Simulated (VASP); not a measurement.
**SnO: relaxation of cell and atoms with r2SCAN**

The system is SnO.

```
Sn O
1.0
     3.79860    0.00000    0.00000
     0.00000    3.79860    0.00000
     0.00000    0.00000    4.84080
Sn O
2 2
Direct
  0.50000 0.00000 0.23690
  0.00000 0.50000 0.76310
  0.00000 0.00000 0.00000
  0.50000 0.50000 0.00000
```

```
Program                : VASP 6.6.1
Task                   : relaxation of cell and atoms
Functional             : r2SCAN
Potentials or basis    : VASP PAW PBE potentials, release 64 (Sn_d, O)
Cutoff                 : 600 eV
k mesh                 : 10 × 10 × 8
Occupations            : gaussian, width 0.02 eV
Spin                   : no spin polarisation
Dipole correction      : no
Further INCAR settings : ALGO = Normal; EDIFF = 1e-07; IBRION = 2; EDIFFG = -0.003; NSW = 80; ISIF = 3
```

| Property | Result |
| --- | --- |
| Relaxed volume | 17.81 Å³/atom |
| Relaxed cell | a = 3.813 Å, b = 3.813 Å, c = 4.901 Å, α = 90.00°, β = 90.00°, γ = 90.00° |
| Space group after relaxing (to 0.1 Å) | P4/nmm (No. 129) |
| Energy gained by relaxing | 0.9 meV/atom |
| Ionic steps | 15 |
| Pressure after relaxing | 0.0 GPa |
| Band gap on the k mesh | 0.30 eV (least direct gap 2.34 eV) |

Forces in eV/Å, atoms in the order of the input:
```
Sn   0.000  0.000 -0.002
Sn   0.000  0.000  0.002
O    0.000  0.000  0.000
O    0.000  0.000  0.000
```

The path:
| step | energy change (eV) | largest force (eV/Å) | pressure (GPa) | volume (Å³) |
| --- | --- | --- | --- | --- |
| 1 | 0.0000 | 0.1397 | 1.22 | 69.85 |
| 2 | 0.0007 | 0.2639 | -1.13 | 71.20 |
| 3 | -0.0028 | 0.0537 | 0.09 | 70.48 |
| 4 | -0.0028 | 0.0576 | 0.07 | 70.49 |
| 5 | -0.0031 | 0.0363 | 0.04 | 70.62 |
| 6 | -0.0031 | 0.0252 | -0.06 | 70.98 |
| 7 | -0.0032 | 0.0052 | -0.01 | 70.80 |
| 8 | -0.0034 | 0.0042 | 0.04 | 70.86 |
| 9 | -0.0035 | 0.0201 | 0.13 | 70.96 |
| 10 | -0.0034 | 0.0524 | 0.32 | 71.16 |
| 11 | -0.0036 | 0.0311 | 0.19 | 71.02 |
| 12 | -0.0036 | 0.0135 | 0.10 | 71.12 |
| 13 | -0.0037 | 0.0047 | 0.01 | 71.22 |
| 14 | -0.0037 | 0.0035 | 0.01 | 71.23 |
| 15 | -0.0037 | 0.0023 | 0.00 | 71.24 |

Final structure:
```
CELL_PARAMETERS angstrom
3.81264 0.00000 0.00000
0.00000 3.81264 0.00000
0.00000 0.00000 4.90102
ATOMIC_POSITIONS crystal
Sn 0.50000 0.00000 0.23498
Sn 0.00000 0.50000 0.76502
O 0.00000 0.00000 0.00000
O 0.50000 0.50000 0.00000
```

Levels at points of the mesh, in eV from the valence-band top:
```tsv
k point	band 18	band 19	band 20	band 21	band 22	band 23
(0.00, 0.00, 0.00)	-3.53	-3.53	0.00	2.37	4.49	4.94
(0.50, 0.00, 0.00)	-5.21	-2.90	-2.90	3.41	3.41	6.22
(0.50, 0.50, 0.00)	-2.86	-2.09	-2.09	0.30	0.30	4.75
(0.00, 0.00, 0.50)	-3.55	-3.18	-2.50	1.99	3.22	3.22
(0.50, 0.00, 0.50)	-5.18	-1.97	-1.97	2.74	2.74	5.74
(0.50, 0.50, 0.50)	-2.86	-2.82	-2.82	2.53	2.53	4.28
```

It took 51 min on 4 MPI ranks on Oxide Virtual Turin-like Processor, on a shared host, peak memory 0.32 GiB a rank.

Caveat: semilocal functionals underestimate gaps, and a narrow one can read as zero; the PAW data sets were made with another functional, which shifts forces and pressure a little; spin-orbit coupling is left out, which moves the levels of the heavy elements. A k mesh can miss the band edges.
